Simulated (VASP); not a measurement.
# TiO2 (P4_2/mnm) in VASP: notebook, part 2 of 3

VASP 6.6.1. The steps go on from the part before.

### 3 Single point, r2SCAN

Input file POSCAR:

```
TiO2
1.0
    4.5969450438      0.0000000000      0.0000000000
    0.0000000000      4.5969450438      0.0000000000
    0.0000000000      0.0000000000      2.9535430429
Ti O
2 4
Direct
    0.0000000000      0.0000000000      0.0000000000
    0.5000000000      0.5000000000      0.5000000000
    0.3046314523      0.3046314523      0.0000000000
    0.1953685477      0.8046314523      0.5000000000
    0.6953685477      0.6953685477      0.0000000000
    0.8046314523      0.1953685477      0.5000000000
```

Input file INCAR.step1:

```
SYSTEM = TiO2
PREC     = Accurate       ! precision mode
ENCUT    = 520            ! plane-wave cutoff, eV
ISMEAR   = 0              ! smearing method
SIGMA    = 0.02           ! smearing width, eV
LREAL    = .False.        ! projectors in reciprocal space
LASPH    = .True.         ! aspherical terms in the spheres
NELM     = 60             ! most SCF steps
NBANDS   = 33             ! bands
GGA      = PE             ! functional
ALGO     = Normal         ! electronic algorithm
EDIFF    = 1E-4           ! SCF threshold, eV
LWAVE    = .True.         ! write WAVECAR
LCHARG   = .False.        ! write CHGCAR
```

Input file INCAR.step2:

```
SYSTEM = TiO2
PREC     = Accurate       ! precision mode
ENCUT    = 520            ! plane-wave cutoff, eV
EDIFF    = 1E-6           ! SCF threshold, eV
ISMEAR   = 0              ! smearing method
SIGMA    = 0.02           ! smearing width, eV
LREAL    = .False.        ! projectors in reciprocal space
LASPH    = .True.         ! aspherical terms in the spheres
NELM     = 60             ! most SCF steps
ALGO     = Normal         ! electronic algorithm
ISIF     = 2              ! what is computed and relaxed
LWAVE    = .False.        ! write WAVECAR
LCHARG   = .False.        ! write CHGCAR
METAGGA  = R2SCAN         ! meta-GGA
LMIXTAU  = .True.       
NBANDS   = 33             ! bands
ISTART   = 1
```

Input file KPOINTS:

```
regular mesh
0
Gamma
  6 6 10
  0 0 0
```

Potentials or basis: VASP PAW PBE potentials, release 64 (Ti_sv, O).

Command:

```bash
$ cat potpaw_PBE.64/Ti_sv/POTCAR potpaw_PBE.64/O/POTCAR > POTCAR
$ cp INCAR.step1 INCAR
$ mpirun -np 1 vasp_std > vasp.out
$ cp INCAR.step2 INCAR
$ mpirun -np 1 vasp_std > vasp.out
```

OUTCAR:

```text
SYSTEM = TiO2
   PREC = Accurate
   ENCUT = 520
   EDIFF = 1E-6
   ISMEAR = 0
   LREAL = .False.
   LASPH = .True.
   NELM = 60
   ISIF = 2
   METAGGA = R2SCAN
   ISTART = 1

 ion  position               nearest neighbor table
   1  0.000  0.000  0.000-   4 1.95   6 1.95   4 1.95   6 1.95   5 1.98   3 1.98
   2  0.500  0.500  0.500-   3 1.95   5 1.95   3 1.95   5 1.95   4 1.98   6 1.98
   3  0.305  0.305  0.000-   2 1.95   2 1.95   1 1.98
   4  0.195  0.805  0.500-   1 1.95   1 1.95   2 1.98
   5  0.695  0.695  0.000-   2 1.95   2 1.95   1 1.98
   6  0.805  0.195  0.500-   1 1.95   1 1.95   2 1.98

  LATTYP: Found a simple tetragonal cell.
 ALAT       =     4.5969450438
 C/A-ratio  =     0.6425012731

  Lattice vectors:

 A1 = (   4.5969450438,   0.0000000000,   0.0000000000)
 A2 = (   0.0000000000,   4.5969450438,   0.0000000000)
 A3 = (   0.0000000000,   0.0000000000,   2.9535430429)

Analysis of symmetry for initial positions (statically):
=====================================================================
 Subroutine PRICEL returns:
 Original cell was already a primitive cell.

[... 176 lines left out ...]
  free energy    TOTEN  =       -69.79422027 eV

  energy without entropy =      -69.79422027  energy(sigma->0) =      -69.79422027

 E-fermi :   4.7019     XC(G=0): -12.1566

 val. band max:        4.5429661177   @ k =   0.0000   0.0000   0.0000
 cond. band min:       6.7722012606   @ k =   0.0000   0.0000   0.0000
 fundamental gap:      2.2292351429
 Fermi energy:         4.7019308053

 k-point     1 :       0.0000    0.0000    0.0000
  band No.  band energies     occupation
      1     -54.5991      2.00000
      2     -54.5812      2.00000
      3     -29.8659      2.00000
      4     -29.8659      2.00000
      5     -29.6874      2.00000
      6     -29.6874      2.00000
[... 853 lines left out ...]
     32      10.2064      0.00000
     33      11.4310      0.00000

 [... further k-points ...]
[... 5 lines left out ...]
  --------------------------------------------------------------------------------------
  -------------------------------------------------------------------------------------
  Total        0.4027194      0.4027194      0.6839022      0.0000000      0.0000000      0.0000000
  in kB       10.3378721     10.3378721     17.5558827      0.0000000      0.0000000      0.0000000
  external PRESSURE =      12.7438756 kB  Pullay stress =       0.0000000 kB

 VOLUME and BASIS-vectors are now :
 -----------------------------------------------------------------------------
  energy-cutoff  :      520.00
  volume of cell :       62.41
      direct lattice vectors                 reciprocal lattice vectors
     4.596945044  0.000000000  0.000000000     0.217535774  0.000000000  0.000000000
     0.000000000  4.596945044  0.000000000     0.000000000  0.217535774  0.000000000
     0.000000000  0.000000000  2.953543043     0.000000000  0.000000000  0.338576410

 POSITION                                       TOTAL-FORCE (eV/Angst)
 -----------------------------------------------------------------------------------
      0.00000      0.00000      0.00000         0.000000     -0.000000      0.000000
      2.29847      2.29847      1.47677         0.000000     -0.000000      0.000000
      1.40037      1.40037      0.00000        -0.025591     -0.025591      0.000000
      0.89810      3.69885      1.47677         0.025591     -0.025591      0.000000
      3.19657      3.19657      0.00000         0.025591      0.025591     -0.000000
      3.69885      0.89810      1.47677        -0.025591      0.025591     -0.000000
 -----------------------------------------------------------------------------------
    total drift:                                0.000000      0.000000     -0.000000

  FREE ENERGIE OF THE ION-ELECTRON SYSTEM (eV)
  ---------------------------------------------------
  free  energy   TOTEN  =       -69.7942202739 eV

  energy  without entropy=      -69.7942202739  energy(sigma->0) =      -69.79422027
```

OUTCAR.step1:

```text
SYSTEM = TiO2
   PREC = Accurate
   ENCUT = 520
   ISMEAR = 0
   LREAL = .False.
   LASPH = .True.
   NELM = 60
[... 1103 lines left out ...]
      0.89810      3.69885      1.47677         0.056642     -0.056642     -0.000000
      3.19657      3.19657      0.00000         0.056642      0.056642     -0.000000
      3.69885      0.89810      1.47677        -0.056642      0.056642     -0.000000
 -----------------------------------------------------------------------------------
    total drift:                                0.000000      0.000000     -0.000000

  FREE ENERGIE OF THE ION-ELECTRON SYSTEM (eV)
  ---------------------------------------------------
  free  energy   TOTEN  =       -53.6450194783 eV

  energy  without entropy=      -53.6450194783  energy(sigma->0) =      -53.64501948
```

Wall time 3 min (1 thread of Intel Xeon 6975P-C (Granite Rapids), shared host); peak memory 0.24 GiB.

Results:

* Free energy: -69.7942 eV
* Pressure: 1.3 GPa
* Largest force: 0.036 eV/Å
* Band gap on the k mesh: 2.23 eV, direct

Forces on the atoms (eV/Å):
```
Ti   0.000  0.000  0.000
Ti   0.000  0.000  0.000
O   -0.026 -0.026  0.000
O    0.026 -0.026  0.000
O    0.026  0.026  0.000
O   -0.026  0.026  0.000
```

Caveat: the PAW data sets were made with another functional, which shifts forces and pressure a little.

### 4 Single point, r2SCAN (volume scaled by 1.03, then relaxed in part)

Input file POSCAR:

```
TiO2
1.0
    4.6540245615      0.0000000000      0.0000000000
    0.0000000000      4.6540245615      0.0000000000
    0.0000000000      0.0000000000      2.9679857456
Ti O
2 4
Direct
    0.0000000000      0.0000000000      0.0000000000
    0.5000000000      0.5000000000      0.5000000000
    0.3058030535      0.3058030535      0.0000000000
    0.1941969465      0.8058030535      0.5000000000
    0.6941969465      0.6941969465      0.0000000000
    0.8058030535      0.1941969465      0.5000000000
```

Input file INCAR.step1:

```
SYSTEM = TiO2
PREC     = Accurate       ! precision mode
ENCUT    = 520            ! plane-wave cutoff, eV
ISMEAR   = 0              ! smearing method
SIGMA    = 0.02           ! smearing width, eV
LREAL    = .FALSE.        ! projectors in reciprocal space
LASPH    = .TRUE.         ! aspherical terms in the spheres
NELM     = 80             ! most SCF steps
NBANDS   = 33             ! bands
GGA      = PE             ! functional
ALGO     = Normal         ! electronic algorithm
EDIFF    = 1E-4           ! SCF threshold, eV
LWAVE    = .TRUE.         ! write WAVECAR
LCHARG   = .FALSE.        ! write CHGCAR
```

Input file INCAR.step2:

```
SYSTEM = TiO2
PREC     = Accurate       ! precision mode
ENCUT    = 520            ! plane-wave cutoff, eV
EDIFF    = 1E-6           ! SCF threshold, eV
ISMEAR   = 0              ! smearing method
SIGMA    = 0.02           ! smearing width, eV
LREAL    = .FALSE.        ! projectors in reciprocal space
LASPH    = .TRUE.         ! aspherical terms in the spheres
NELM     = 80             ! most SCF steps
ALGO     = Normal         ! electronic algorithm
ISIF     = 2              ! what is computed and relaxed
LWAVE    = .FALSE.        ! write WAVECAR
LCHARG   = .FALSE.        ! write CHGCAR
METAGGA  = R2SCAN         ! meta-GGA
LMIXTAU  = .TRUE.       
NBANDS   = 33             ! bands
ISTART   = 1
```

Input file KPOINTS:

```
Automatic mesh
0
G
  6 6 10
  0 0 0
```

Command:

```bash
$ cat potpaw_PBE.64/Ti_sv/POTCAR potpaw_PBE.64/O/POTCAR > POTCAR
$ cp INCAR.step1 INCAR
$ mpirun -np 1 vasp_std > vasp.out
$ cp INCAR.step2 INCAR
$ mpirun -np 1 vasp_std > vasp.out
```

Run time: 3.1 min. Hardware: 1 thread of Intel Xeon 6975P-C (Granite Rapids), shared host; peak memory 0.24 GiB.

It converged, with:

| Property | Result |
| --- | --- |
| Free energy | -69.7711 eV |
| Pressure | -5.1 GPa |
| Largest force | 0.036 eV/Å |
| Band gap on the k mesh | 2.21 eV, direct |

Forces on the atoms (eV/Å):
```
Ti   0.000  0.000  0.000
Ti   0.000  0.000  0.000
O   -0.025 -0.025  0.000
O    0.025 -0.025  0.000
O    0.025  0.025  0.000
O   -0.025  0.025  0.000
```

Stress tensor (GPa, compression positive):
```
-5.39  0.00  0.00
 0.00 -5.39  0.00
 0.00  0.00 -4.57
```

Levels at points of the mesh, in eV from the valence-band top:
```tsv
k point	band 21	band 22	band 23	band 24	band 25	band 26	band 27	band 28
(0.00, 0.00, 0.00)	-0.72	-0.45	-0.45	0.00	2.21	2.53	2.78	2.84
(0.50, 0.00, 0.00)	-1.59	-1.59	-0.73	-0.73	2.87	2.87	3.31	3.31
(0.50, 0.50, 0.00)	-1.31	-1.31	-1.07	-1.07	2.24	2.24	2.86	2.86
(0.00, 0.00, 0.50)	-2.22	-2.22	-1.45	-1.45	3.22	3.22	3.54	3.54
(0.50, 0.00, 0.50)	-2.01	-2.01	-1.02	-1.02	2.26	2.26	3.56	3.56
(0.50, 0.50, 0.50)	-1.21	-1.21	-0.71	-0.71	2.89	2.89	3.53	3.53
```

Caveat: the PAW data sets were made with another functional, which shifts forces and pressure a little.

### 5 Single point, r2SCAN (volume scaled by 1.06, then relaxed in part)

Input file POSCAR:

```
TiO2
1.0
    4.7110912415      0.0000000000      0.0000000000
    0.0000000000      4.7110912415      0.0000000000
    0.0000000000      0.0000000000      2.9808818472
Ti O
2 4
Direct
    0.0000000000      0.0000000000      0.0000000000
    0.5000000000      0.5000000000      0.5000000000
    0.3074040112      0.3074040112      0.0000000000
    0.1925959888      0.8074040112      0.5000000000
    0.6925959888      0.6925959888      0.0000000000
    0.8074040112      0.1925959888      0.5000000000
```

Input file INCAR.step1:

```
PREC = Accurate
ENCUT = 520
ISMEAR = 0
SIGMA = 0.02
LREAL = F
LASPH = T
NELM = 80
NBANDS = 33
GGA = PE
ALGO = Normal
EDIFF = 1E-4
LWAVE = T
LCHARG = F
```

Input file INCAR.step2:

```
PREC = Accurate
ENCUT = 520
EDIFF = 1E-6
ISMEAR = 0
SIGMA = 0.02
LREAL = F
LASPH = T
NELM = 80
ALGO = Normal
ISIF = 2
LWAVE = F
LCHARG = F
METAGGA = R2SCAN
LMIXTAU = T
NBANDS = 33
ISTART = 1
```

Input file KPOINTS:

```
regular mesh
0
Gamma
  6 6 10
```

Potentials or basis: VASP PAW PBE potentials, release 64 (Ti_sv, O).

Command:

```bash
$ cat potpaw_PBE.64/Ti_sv/POTCAR potpaw_PBE.64/O/POTCAR > POTCAR
$ cp INCAR.step1 INCAR
$ mpirun -np 1 vasp_std > vasp.out
$ cp INCAR.step2 INCAR
$ mpirun -np 1 vasp_std > vasp.out
```

OUTCAR:

```text
PREC = Accurate
   ENCUT = 520
   EDIFF = 1E-6
   ISMEAR = 0
   LREAL = F
   LASPH = T
   NELM = 80
   ISIF = 2
   METAGGA = R2SCAN
   ISTART = 1

 ion  position               nearest neighbor table
   1  0.000  0.000  0.000-   4 1.97   6 1.97   4 1.97   6 1.97   5 2.05   3 2.05
   2  0.500  0.500  0.500-   3 1.97   5 1.97   3 1.97   5 1.97   4 2.05   6 2.05
   3  0.307  0.307  0.000-   2 1.97   2 1.97   1 2.05
   4  0.193  0.807  0.500-   1 1.97   1 1.97   2 2.05
   5  0.693  0.693  0.000-   2 1.97   2 1.97   1 2.05
   6  0.807  0.193  0.500-   1 1.97   1 1.97   2 2.05

  LATTYP: Found a simple tetragonal cell.
[... 1072 lines left out ...]
  -------------------------------------------------------------------------------------
  Total       -4.3518943     -4.3518943     -4.0504914     -0.0000000      0.0000000      0.0000000
  in kB     -105.3904179   -105.3904179    -98.0913039     -0.0000000      0.0000000      0.0000000
  external PRESSURE =    -102.9573799 kB  Pullay stress =       0.0000000 kB

 VOLUME and BASIS-vectors are now :
 -----------------------------------------------------------------------------
  energy-cutoff  :      520.00
  volume of cell :       66.16
      direct lattice vectors                 reciprocal lattice vectors
     4.711091242  0.000000000  0.000000000     0.212265046  0.000000000  0.000000000
     0.000000000  4.711091242  0.000000000     0.000000000  0.212265046  0.000000000
     0.000000000  0.000000000  2.980881847     0.000000000  0.000000000  0.335471197

 POSITION                                       TOTAL-FORCE (eV/Angst)
 -----------------------------------------------------------------------------------
      0.00000      0.00000      0.00000         0.000000      0.000000      0.000000
      2.35555      2.35555      1.49044         0.000000      0.000000      0.000000
      1.44821      1.44821      0.00000        -0.039886     -0.039886      0.000000
      0.90734      3.80375      1.49044         0.039886     -0.039886      0.000000
      3.26288      3.26288      0.00000         0.039886      0.039886     -0.000000
      3.80375      0.90734      1.49044        -0.039886      0.039886     -0.000000
 -----------------------------------------------------------------------------------
    total drift:                                0.000000      0.000000      0.000000

  FREE ENERGIE OF THE ION-ELECTRON SYSTEM (eV)
  ---------------------------------------------------
  free  energy   TOTEN  =       -69.6794233848 eV

  energy  without entropy=      -69.6794233848  energy(sigma->0) =      -69.67942338
```

OUTCAR.step1:

```text
PREC = Accurate
   ENCUT = 520
   ISMEAR = 0
   LREAL = F
[... 1104 lines left out ...]
      1.44821      1.44821      0.00000        -0.073894     -0.073894     -0.000000
      0.90734      3.80375      1.49044         0.073894     -0.073894     -0.000000
      3.26288      3.26288      0.00000         0.073894      0.073894      0.000000
      3.80375      0.90734      1.49044        -0.073894      0.073894      0.000000
 -----------------------------------------------------------------------------------
    total drift:                                0.000000      0.000000      0.000000

  FREE ENERGIE OF THE ION-ELECTRON SYSTEM (eV)
  ---------------------------------------------------
  free  energy   TOTEN  =       -53.6389407022 eV

  energy  without entropy=      -53.6389407022  energy(sigma->0) =      -53.63894070
```

OSZICAR.step1:

```text
N       E                     dE             d eps       ncg     rms          rms(c)
DAV:   1     0.650731529547E+03    0.65073E+03   -0.24263E+04  3960   0.170E+03
DAV:   2     0.259514445961E+02   -0.62478E+03   -0.57791E+03  4308   0.508E+02
DAV:   3    -0.664256321116E+02   -0.92377E+02   -0.90307E+02  5409   0.188E+02
DAV:   4    -0.713208519107E+02   -0.48952E+01   -0.48832E+01  5875   0.411E+01
DAV:   5    -0.715182680897E+02   -0.19742E+00   -0.19739E+00  5260   0.664E+00    0.300E+01
DAV:   6    -0.543167378304E+02    0.17202E+02   -0.78797E+01  5208   0.866E+01    0.123E+01
DAV:   7    -0.540878192297E+02    0.22892E+00   -0.15370E+01  4947   0.357E+01    0.888E+00
DAV:   8    -0.539822375372E+02    0.10558E+00   -0.55132E-01  4886   0.503E+00    0.765E+00
DAV:   9    -0.539806488374E+02    0.15887E-02   -0.24484E+00  5088   0.170E+01    0.535E+00
DAV:  10    -0.536442850438E+02    0.33636E+00   -0.13496E+00  4942   0.107E+01    0.761E-01
DAV:  11    -0.536394784228E+02    0.48066E-02   -0.56560E-02  5094   0.197E+00    0.367E-01
DAV:  12    -0.536402273094E+02   -0.74889E-03   -0.47416E-03  4754   0.708E-01    0.305E-01
DAV:  13    -0.536389052721E+02    0.13220E-02   -0.31615E-03  5349   0.494E-01    0.457E-02
DAV:  14    -0.536389407022E+02   -0.35430E-04   -0.20108E-04  3333   0.111E-01
   1 F= -.53638941E+02 E0= -.53638941E+02  d E =-.386145E-35
```

Run time: 2.9 min. Hardware: 1 thread of Intel Xeon 6975P-C (Granite Rapids), shared host; peak memory 0.24 GiB.

What came out:

```
Free energy            : -69.6794 eV
Pressure               : -10.3 GPa
Largest force          : 0.056 eV/Å
Band gap on the k mesh : 2.21 eV, direct
```

Forces on the atoms (eV/Å):
```
Ti   0.000  0.000  0.000
Ti   0.000  0.000  0.000
O   -0.040 -0.040  0.000
O    0.040 -0.040  0.000
O    0.040  0.040  0.000
O   -0.040  0.040  0.000
```

Levels at points of the mesh, in eV from the valence-band top:
```csv
k point,band 22,band 23,band 24,band 25,band 26,band 27
"(0.00, 0.00, 0.00)",-0.40,-0.40,0.00,2.21,2.55,2.80
"(0.50, 0.00, 0.00)",-1.47,-0.69,-0.69,2.86,2.86,3.24
"(0.50, 0.50, 0.00)",-1.22,-0.99,-0.99,2.25,2.25,2.84
"(0.00, 0.00, 0.50)",-2.03,-1.41,-1.41,3.13,3.13,3.50
"(0.50, 0.00, 0.50)",-1.94,-0.94,-0.94,2.25,2.25,3.52
"(0.50, 0.50, 0.50)",-1.10,-0.70,-0.70,2.83,2.83,3.50
```

Caveat: the PAW data sets were made with another functional, which shifts forces and pressure a little. A k mesh can miss the band edges.

(Part 2 of 3 ends here.)
